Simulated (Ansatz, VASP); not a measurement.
## Two plane-wave programs on Ga

```
Ga
1.0
     3.20384    0.00000    0.00000
    -1.60192    2.77461    0.00000
     0.00000    0.00000    4.94410
Ga
2
Direct
  0.33333 0.66667 0.25000
  0.66667 0.33333 0.75000
```

Alike in both runs: functional BLYP; k mesh 12 × 12 × 7; occupations fermi-dirac, width 0.1 eV; no spin polarisation.

Ansatz relaxed the structure, and its values are those at the end. VASP's run is a single point on that final structure, the one shown.

|  | VASP | Ansatz |
| --- | --- | --- |
| version | VASP 6.6.1 | Ansatz 0.2.0 |
| potentials or method | VASP PAW PBE potentials, release 64 (Ga_d), cutoff 520 eV | plane waves (420 eV) with PAW, scalar-relativistic |
| valence electrons in the cell | 26 | 26 |

```tsv
	VASP	Ansatz	Ansatz less VASP
pressure (GPa)	0.0	0.0	+0.03
```

VASP's potentials were made for PBE, not for BLYP. The functional is the same, so the differences come from potentials, cutoffs and numerics.
